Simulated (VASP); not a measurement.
The system is BN.

```
B N
1.0
     2.50223    0.00000    0.00000
    -1.25111    2.16699    0.00000
     0.00000    0.00000    6.76565
B N
2 2
Direct
  0.00000 0.00000 0.00000
  0.33333 0.66667 0.50000
  0.33333 0.66667 0.00000
  0.66667 0.33333 0.50000
```

* Program: VASP 6.6.1
* Task: relaxation of cell and atoms
* Functional: PBE
* Potentials or basis: VASP PAW PBE potentials, release 64 (B, N)
* Cutoff: 600 eV
* k mesh: 12 × 12 × 4
* Occupations: gaussian, width 0.02 eV
* Spin: no spin polarisation

At the start: pressure 3.4 GPa; volume 9.17 Å³/atom.

Question: Where does the relaxation end?

Answer: Over 10 steps the energy falls by 7.9 meV/atom and the volume is 10.58 Å³/atom (+15.4 %); space group P-6m2 (No. 187, to 0.05 Å).

Step by step:
| step | energy change (eV) | largest force (eV/Å) | pressure (GPa) | volume (Å³) |
| --- | --- | --- | --- | --- |
| 1 | 0.0000 | 0.0000 | 3.44 | 36.69 |
| 2 | 0.0070 | 0.0000 | -4.37 | 37.74 |
| 3 | -0.0046 | 0.0000 | 0.32 | 37.09 |
| 4 | -0.0070 | 0.0000 | 0.29 | 37.29 |
| 5 | -0.0133 | 0.0000 | 0.25 | 37.89 |
| 6 | -0.0224 | 0.0000 | 0.22 | 39.08 |
| 7 | -0.0311 | 0.0000 | 0.22 | 41.47 |
| 8 | -0.0316 | 0.0000 | 0.21 | 42.29 |
| 9 | -0.0258 | 0.0000 | -2.94 | 42.93 |
| 10 | -0.0317 | 0.0000 | -0.01 | 42.33 |

Final structure:
```
B N
1.0
     2.51218    0.00000    0.00000
    -1.25609    2.17561    0.00000
     0.00000    0.00000    7.74472
B N
2 2
Direct
  0.00000 0.00000 0.00000
  0.33333 0.66667 0.50000
  0.33333 0.66667 0.00000
  0.66667 0.33333 0.50000
```

Caveat: the volume moved by over 15 % at a fixed basis, so the end points are rough; this functional lacks dispersion, which binds the layers, so the pressure and a relaxed spacing across them are unreliable.
